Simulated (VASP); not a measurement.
Set up this calculation in VASP 6.6.1, as the native input.

* Task: single point
* Functional: PBEsol
* Potentials or basis: VASP PAW PBE potentials, release 64 (Ta_pv, N)
* Cutoff: 520 eV
* k mesh: 18 × 18 × 8
* Occupations: gaussian, width 0.15 eV
* Spin: no spin polarisation
* Dipole correction: no
* Further INCAR settings: ALGO = Normal; EDIFF = 1e-07; NBANDS = 24

The structure of TaN lies in POSCAR:

```
TaN
1.0
    3.1564897184      0.0000000000      0.0000000000
   -1.5782448592      2.7336002829      0.0000000000
    0.0000000000      0.0000000000      6.6305223024
Ta N
2 2
Direct
    0.3333333333      0.6666666667      0.0301041378
    0.6666666667      0.3333333333      0.5301041378
    0.3333333333      0.6666666667      0.3548958622
    0.6666666667      0.3333333333      0.8548958622
```

The input as run:

INCAR

```
SYSTEM = TaN
PREC = Accurate
ENCUT = 520
EDIFF = 1E-7
ISMEAR = 0
SIGMA = 0.15
LREAL = .FALSE.
LASPH = .TRUE.
NELM = 60
ALGO = Normal
ISIF = 2
LWAVE = .FALSE.
LCHARG = .FALSE.
GGA = PS
NBANDS = 24
```

KPOINTS

```
regular mesh
0
G
  18 18 8
  0 0 0
```

Potentials or basis: VASP PAW PBE potentials, release 64 (Ta_pv, N).

Run with:

```console
$ cat potpaw_PBE.64/Ta_pv/POTCAR potpaw_PBE.64/N/POTCAR > POTCAR
$ mpirun -np 1 vasp_std > vasp.out
```

It gave:

```
Pressure               : -26.1 GPa
Largest force          : 0.657 eV/Å
Band gap on the k mesh : zero (bands 16 and 17 overlap by 0.03 eV)
```

Caveat: the cell stands under tension; the PAW data sets were made with another functional, which shifts forces and pressure a little; spin-orbit coupling is left out, which moves the levels of the heavy elements.

It took 74 s on 1 thread of Intel(R) Xeon(R) 6975P-C (Granite Rapids), with other jobs on the host, peak memory 0.33 GiB.
